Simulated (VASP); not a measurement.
# SiC (Moissanite 3C) (P1) in VASP: single point with PBE

Aim: the single point of SiC (Moissanite 3C) with PBE.

All numbers are computed with VASP 6.6.1; they aren't measurements. Logs are shortened: lines on timing, memory, paths and dates and some standing lists are left out, and cuts for length are marked.

## (1) The cell of the first run

The typed cell holds 2 atoms: a = 3.082 Å, b = 3.082 Å, c = 3.082 Å, α = 60.00°, β = 60.00°, γ = 60.00°.

## (2) Single point, PBE

The input, INCAR:

```
  ALGO = Normal
  EDIFF = 1E-6
  ENCUT = 600
  GGA = PE
  GGA_COMPAT = F
  ISIF = 2
  ISMEAR = 0
  LASPH = T
  LCHARG = F
  LREAL = F
  LWAVE = F
  NBANDS = 11
  NELM = 120
  PREC = Accurate
  SIGMA = 0.01
```

The input, KPOINTS:

```
k-points
0
Gamma
  5 5 5
```

The input, POSCAR:

```
SiC
1.0
    0.0000000000      2.1790000000      2.1790000000
    2.1790000000      0.0000000000      2.1790000000
    2.1790000000      2.1790000000      0.0000000000
Si C
1 1
Direct
    0.0079300000      0.0255600000      0.0348900000
    0.2759700000      0.2448300000      0.2402500000
```

Potentials or basis: VASP PAW PBE potentials, release 64 (Si, C).

Started as:

```console
$ cat potpaw_PBE.64/Si/POTCAR potpaw_PBE.64/C/POTCAR > POTCAR
$ mpirun -np 1 vasp_std > vasp.out
```

OUTCAR:

```text
EDIFF = 1E-6
   ENCUT = 600
   GGA = PE
   ISIF = 2
   ISMEAR = 0
   LASPH = T
   LREAL = F
   NELM = 120
   PREC = Accurate

 ion  position               nearest neighbor table
   1  0.008  0.026  0.035-   2 1.75   2 1.85   2 1.97   2 2.00
   2  0.276  0.245  0.240-   1 1.75   1 1.85   1 1.97   1 2.00

  LATTYP: Found a face centered cubic cell.
 ALAT       =     4.3580000000

  Lattice vectors:

 A1 = (   0.0000000000,   2.1790000000,   2.1790000000)
 A2 = (   2.1790000000,   0.0000000000,   2.1790000000)
 A3 = (   2.1790000000,   2.1790000000,   0.0000000000)

Analysis of symmetry for initial positions (statically):
=====================================================================
 Subroutine PRICEL returns:
 Original cell was already a primitive cell.

 Routine SETGRP: Setting up the symmetry group for a
 face centered cubic supercell.

 Subroutine GETGRP returns: Found  1 space group operations
 (whereof  1 operations were pure point group operations)
 out of a pool of 48 trial point group operations.

The static configuration has the point symmetry C_1 .

Analysis of symmetry for dynamics (positions and initial velocities):
=====================================================================
 Subroutine PRICEL returns:
 Original cell was already a primitive cell.

 Routine SETGRP: Setting up the symmetry group for a
 face centered cubic supercell.

 Subroutine GETGRP returns: Found  1 space group operations
 (whereof  1 operations were pure point group operations)
 out of a pool of 48 trial point group operations.

The dynamic configuration has the point symmetry C_1 .

 Subroutine INISYM returns: Found  1 space group operations
 (whereof  1 operations are pure point group operations),
 and found     1 'primitive' translations

----------------------------------------------------------------------------------------

                                     Primitive cell

  volume of cell :      20.6920

  direct lattice vectors                    reciprocal lattice vectors
     0.000000000  2.179000000  2.179000000    -0.229463056  0.229463056  0.229463056
     2.179000000  0.000000000  2.179000000     0.229463056 -0.229463056  0.229463056
     2.179000000  2.179000000  0.000000000     0.229463056  0.229463056 -0.229463056

  length of vectors
     3.081571352  3.081571352  3.081571352     0.397441672  0.397441672  0.397441672

  position of ions in fractional coordinates (direct lattice)
     0.007930000  0.025560000  0.034890000
     0.275970000  0.244830000  0.240250000

  ion indices of the primitive-cell ions
   primitive index   ion index
                 1           1
                 2           2

----------------------------------------------------------------------------------------

 KPOINTS: k-points

Automatic generation of k-mesh.
 Grid dimensions read from file:
 generate k-points for:    5    5    5

 Generating k-lattice:

  Cartesian coordinates                     Fractional coordinates (reciprocal lattice)
    -0.045892611  0.045892611  0.045892611     0.200000000  0.000000000  0.000000000
     0.045892611 -0.045892611  0.045892611     0.000000000  0.200000000  0.000000000
     0.045892611  0.045892611 -0.045892611     0.000000000  0.000000000  0.200000000

  Length of vectors
     0.079488334  0.079488334  0.079488334

  Shift w.r.t. Gamma in fractional coordinates (k-lattice)
     0.000000000  0.000000000  0.000000000

 Subroutine IBZKPT returns following result:
 ===========================================

 Found     63 irreducible k-points:

 Following reciprocal coordinates:
            Coordinates               Weight
  0.000000  0.000000  0.000000      1.000000
  0.200000  0.000000  0.000000      2.000000
  0.000000  0.200000  0.000000      2.000000
  0.000000  0.000000  0.200000      2.000000
  0.200000  0.200000  0.200000      2.000000
  0.400000  0.000000  0.000000      2.000000
[... 16 lines left out ...]
  0.200000  0.400000  0.400000      2.000000
  0.400000  0.000000  0.200000      2.000000
 [... further k-points ...]
   k-points           NKPTS =     63   k-points in BZ     NKDIM =     63   number of bands    NBANDS=     11
   number of dos      NEDOS =    301   number of ions     NIONS =      2
   total plane-waves  NPLWV =  21952
   dimension x,y,z NGX =    28 NGY =   28 NGZ =   28
   dimension x,y,z NGXF=    56 NGYF=   56 NGZF=   56
   ions per type =               1   1
   NGX,Y,Z   is equivalent  to a cutoff of  15.11, 15.11, 15.11 a.u.
   NGXF,Y,Z  is equivalent  to a cutoff of  30.21, 30.21, 30.21 a.u.
 SYSTEM =  unknown system
   PREC   = accura    normal or accurate (medium, high low for compatibility)
   ISTART =      0    job   : 0-new  1-cont  2-samecut
   ICHARG =      2    charge: 1-file 2-atom 10-const
   ISPIN  =      1    spin polarized calculation?
   LNONCOLLINEAR =      F non collinear calculations
   LSORBIT =      F    spin-orbit coupling
   LASPH  =      T    aspherical Exc in radial PAW
   ENCUT  =  600.0 eV  44.10 Ry    6.64 a.u.   6.15  6.15  6.15*2*pi/ulx,y,z
   NELM   =    120;   NELMIN=  2; NELMDL= -5     # of ELM steps
   EDIFF  = 0.1E-05   stopping-criterion for ELM
   LREAL  =      F    real-space projection
   EDIFFG = 0.1E-04   stopping-criterion for IOM
   NSW    =      0    number of steps for IOM
   IBRION =     -1    ionic relax: 0-MD 1-quasi-New 2-CG
   NFREE  =      0    steps in history (QN), initial steepest desc. (CG)
   ISIF   =      2    stress and relaxation
   ISYM   =      2    0-nonsym 1-usesym 2-fastsym
   POTIM  = 0.5000    time-step for ionic-motion
   TEBEG  =    0.0;   TEEND  =   0.0 temperature during run
   PSTRESS=    0.0 pullay stress
   NELECT =       8.0000    total number of electrons
   NUPDOWN=      -1.0000    fix difference up-down
   EMIN   =  10.00;   EMAX   =-10.00  energy-range for DOS
   EFERMI =   0.00;   METHOD = LEGACY
   ISMEAR =     0;   SIGMA  =   0.01  broadening in eV -4-tet -1-fermi 0-gaus
   EFERMI_NEDOS =   21; number of points for ismear=-14 and -15
   IALGO  =     38    algorithm
   IMIX   =      4    mixing-type and parameters
     AMIX     =   0.40;   BMIX     =  1.00
     AMIX_MAG =   1.60;   BMIX_MAG =  1.00
  volume/ion in A,a.u.               =      10.35        69.82
  Fermi-wavevector in a.u.,A,eV,Ry     =   1.192626  2.253736 19.352338  1.422357
  Thomas-Fermi vector in A             =   2.328660
   LORBIT       =      0    0 simple, 1 ext, 2 COOP (PROOUT), +10 PAW based schemes
   GGA     = PE    functional components
   LHFCALC =     F    Hartree Fock is set to
   AEXX    =    0.0000 exact exchange contribution
   IVDW    =     0    specifies the selected vdW correction
   LEPSILON=     F    determine dielectric tensor
   LRPA    =     F    only Hartree local field effects (RPA)
 non-spin polarized calculation
 Gauss-broadening in eV      SIGMA  =   0.01
  energy-cutoff  :      600.00
  volume of cell :       20.69
 maximum number of plane-waves:       701
 NGX is ok and might be reduce to    28
   NGX = 13   NGY = 13   NGZ = 13

 number of electron       8.0000000 magnetization

 Free energy of the ion-electron system (eV)
  ---------------------------------------------------
  ext. energy  EPLUGINS =         0.00000000
  ---------------------------------------------------
  free energy    TOTEN  =       -14.70771472 eV

  energy without entropy =      -14.70771472  energy(sigma->0) =      -14.70771472

 E-fermi :   8.8821     XC(G=0): -11.3510

 val. band max:        8.8037292986   @ k =   0.0000   0.0000   0.0000
 cond. band min:       9.8447300924   @ k =   0.4000   0.4000   0.0000
 fundamental gap:      1.0410007938
 Fermi energy:         8.8821191753

 k-point     1 :       0.0000    0.0000    0.0000
  band No.  band energies     occupation
      1      -7.3086      2.00000
      2       7.1890      2.00000
      3       8.2382      2.00000
      4       8.8037      2.00000
      5      14.2109      0.00000
      6      15.1909      0.00000
      7      15.3334      0.00000
      8      15.8924      0.00000
      9      22.5526      0.00000
     10      22.5597      0.00000
     11      24.3988      0.00000

 k-point     2 :       0.2000    0.0000    0.0000
  band No.  band energies     occupation
      1      -6.5343      2.00000
      2       4.7371      2.00000
      3       7.2711      2.00000
      4       8.3409      2.00000
      5      14.1421      0.00000
      6      15.5458      0.00000
      7      16.2916      0.00000
      8      17.1436      0.00000
      9      20.9071      0.00000
     10      21.0256      0.00000
     11      23.5048      0.00000

 k-point     3 :       0.0000    0.2000    0.0000
  band No.  band energies     occupation
      1      -6.5449      2.00000
      2       5.1568      2.00000
      3       6.8919      2.00000
      4       8.1502      2.00000
      5      14.1541      0.00000
      6      15.4917      0.00000
      7      16.4544      0.00000
      8      16.9086      0.00000
      9      21.0740      0.00000
     10      21.5190      0.00000
     11      23.1596      0.00000

 k-point     4 :       0.0000    0.0000    0.2000
  band No.  band energies     occupation
      1      -6.5478      2.00000
      2       5.2665      2.00000
      3       6.8931      2.00000
      4       7.9874      2.00000
      5      14.2020      0.00000
      6      15.4871      0.00000
      7      16.3931      0.00000
      8      16.9051      0.00000
      9      21.1956      0.00000
     10      21.5513      0.00000
     11      23.0877      0.00000
[... 239 lines left out ...]
 k-point    22 :      -0.2000    0.2000   -0.2000
  band No.  band energies     occupation
      1      -4.6427      2.00000
      2       2.5857      2.00000
      3       4.8514      2.00000
      4       6.3727      2.00000
      5      12.5146      0.00000
      6      15.1269      0.00000
      7      17.4716      0.00000
      8      18.1527      0.00000
      9      22.0139      0.00000
     10      26.0288      0.00000
     11      26.4363      0.00000

 k-point    23 :       0.2000    0.4000    0.4000
  band No.  band energies     occupation
      1      -4.5722      2.00000
      2       1.9429      2.00000
      3       5.4153      2.00000
      4       6.4859      2.00000
      5      12.6147      0.00000
      6      15.3480      0.00000
      7      17.7799      0.00000
      8      18.1364      0.00000
      9      21.3030      0.00000
     10      25.3410      0.00000
     11      27.1324      0.00000

 k-point    24 :       0.4000    0.0000    0.2000
  band No.  band energies     occupation
      1      -4.5876      2.00000
      2       2.0115      2.00000
      3       5.6106      2.00000
      4       6.3061      2.00000
      5      12.1489      0.00000
      6      15.6047      0.00000
      7      17.4670      0.00000
      8      18.7069      0.00000
      9      21.3742      0.00000
     10      25.0480      0.00000
     11      26.8436      0.00000

 [... further k-points ...]
[... 5 lines left out ...]
  --------------------------------------------------------------------------------------
  -------------------------------------------------------------------------------------
  Total        0.5285425      1.0807932      1.1520567      0.6181882      1.4653318      0.7014535
  in kB       40.9250141     83.6857509     89.2036747     47.8662693    113.4605498     54.3134992
  external PRESSURE =      71.2714799 kB  Pullay stress =       0.0000000 kB

 VOLUME and BASIS-vectors are now :
 -----------------------------------------------------------------------------
  energy-cutoff  :      600.00
  volume of cell :       20.69
      direct lattice vectors                 reciprocal lattice vectors
     0.000000000  2.179000000  2.179000000    -0.229463056  0.229463056  0.229463056
     2.179000000  0.000000000  2.179000000     0.229463056 -0.229463056  0.229463056
     2.179000000  2.179000000  0.000000000     0.229463056  0.229463056 -0.229463056

 POSITION                                       TOTAL-FORCE (eV/Angst)
 -----------------------------------------------------------------------------------
      0.13172      0.09330      0.07297        -3.206253     -1.515707     -1.242100
      1.05699      1.12484      1.13482         3.206253      1.515707      1.242100
 -----------------------------------------------------------------------------------
    total drift:                                0.000104      0.000045      0.000010

  FREE ENERGIE OF THE ION-ELECTRON SYSTEM (eV)
  ---------------------------------------------------
  free  energy   TOTEN  =       -14.7077147210 eV

  energy  without entropy=      -14.7077147210  energy(sigma->0) =      -14.70771472
```

Wall time 11 s (1 thread of Intel Xeon Platinum 8559C (Emerald Rapids), shared host); peak memory 0.16 GiB.

What came out:

| Quantity | Value |
| --- | --- |
| Free energy | -14.7077 eV |
| Pressure | 7.1 GPa |
| Largest force | 3.758 eV/Å |
| Band gap on the k mesh | 1.04 eV, indirect (least direct gap 4.37 eV) |

Forces on the atoms (eV/Å):
```
Si  -3.206 -1.516 -1.242
C    3.206  1.516  1.242
```

Stress tensor (GPa, compression positive):
```
 4.09  4.79  5.43
 4.79  8.37 11.35
 5.43 11.35  8.92
```

Caveat: the k points lie up to 0.50 Å⁻¹ apart; forces of over 1 eV/Å act on the atoms, so gaps and moduli don't describe the material at rest. Expect the measured gap to be larger: semilocal functionals such as PBE lack the derivative discontinuity.
